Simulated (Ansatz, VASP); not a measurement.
Two plane-wave programs on Au

Contents of POSCAR:

```
Au
1.0
    1.3824996368     -2.5037564861      0.0000000000
    1.3824996368      2.5037564861      0.0000000000
    0.0000000000      0.0000000000      4.7932809775
Au
2
Direct
    0.3346720300      0.6653279700      0.2500000000
    0.6653279700      0.3346720300      0.7500000000
```

INCAR.step1

```
SYSTEM = Au
PREC     = Accurate       ! precision mode
ENCUT    = 520            ! plane-wave cutoff, eV
ISMEAR   = -1             ! smearing method
SIGMA    = 0.05           ! smearing width, eV
LREAL    = .FALSE.        ! projectors in reciprocal space
LASPH    = .TRUE.         ! aspherical terms in the spheres
NELM     = 60             ! most SCF steps
NBANDS   = 18             ! bands
GGA      = PE             ! functional
ALGO     = Normal         ! electronic algorithm
EDIFF    = 1E-4           ! SCF threshold, eV
LWAVE    = .TRUE.         ! write WAVECAR
LCHARG   = .FALSE.        ! write CHGCAR
```

File INCAR.step2:

```
SYSTEM = Au
PREC     = Accurate       ! precision mode
ENCUT    = 520            ! plane-wave cutoff, eV
EDIFF    = 1E-6           ! SCF threshold, eV
ISMEAR   = -1             ! smearing method
SIGMA    = 0.05           ! smearing width, eV
LREAL    = .FALSE.        ! projectors in reciprocal space
LASPH    = .TRUE.         ! aspherical terms in the spheres
NELM     = 60             ! most SCF steps
ALGO     = Normal         ! electronic algorithm
ISIF     = 2              ! what is computed and relaxed
LWAVE    = .FALSE.        ! write WAVECAR
LCHARG   = .FALSE.        ! write CHGCAR
METAGGA  = R2SCAN         ! meta-GGA
LMIXTAU  = .TRUE.       
NBANDS   = 18             ! bands
ISTART   = 1
```

Contents of KPOINTS:

```
Automatic mesh
0
G
  11 11 6
  0 0 0
```

File input.yaml:

```yaml
crystal:
  lattice:
    - [1.3824996368, -2.5037564861, 0.0]
    - [1.3824996368, 2.5037564861, 0.0]
    - [0.0, 0.0, 4.7932809775]
  atoms:
    - { symbol: Au, position: [0.33467203, 0.66532797, 0.25] }
    - { symbol: Au, position: [0.66532797, 0.33467203, 0.75] }
hamiltonian:
  xc: r2scan
  pseudopotentials: { kind: paw }
kpoints:
  mp_grid: { grid: [11, 11, 6] }
scf:
  occupations: { method: fermi_dirac, width: 0.05 }
output:
  forces: true
  stress: true
  eigenvalues: true
```

Alike in both runs: task single point; functional r2SCAN; k mesh 11 × 11 × 6; occupations fermi-dirac, width 0.05 eV; no spin polarisation.

```csv
,VASP,Ansatz
version,VASP 6.6.1,Ansatz 0.2.0
potentials or method,"VASP PAW PBE potentials, release 64 (Au)",Ansatz PAW
plane-wave cutoff (eV),520,500
valence electrons in the cell,22,38
```

```tsv
	VASP	Ansatz	Ansatz less VASP
gap on the k mesh at the Fermi level (eV)	none	none	-
pressure (GPa)	11.1	10.7	-0.42
traceless stress, the component that is largest in VASP (GPa)	4.00	3.92	-0.080
rms of the force components (eV/Å)	0.024	0.023	-0.0005
```

VASP's potentials were made for PBE, not for r2SCAN. Atom by atom the forces differ by 0.001 eV/Å (rms over components). A gap of «none» marks a metal or a gap that the smearing closes. VASP's potentials hold 22 valence electrons a cell and Ansatz's 38, so a difference there can come from the potentials and not from the codes.

Neither program's run includes spin-orbit coupling.
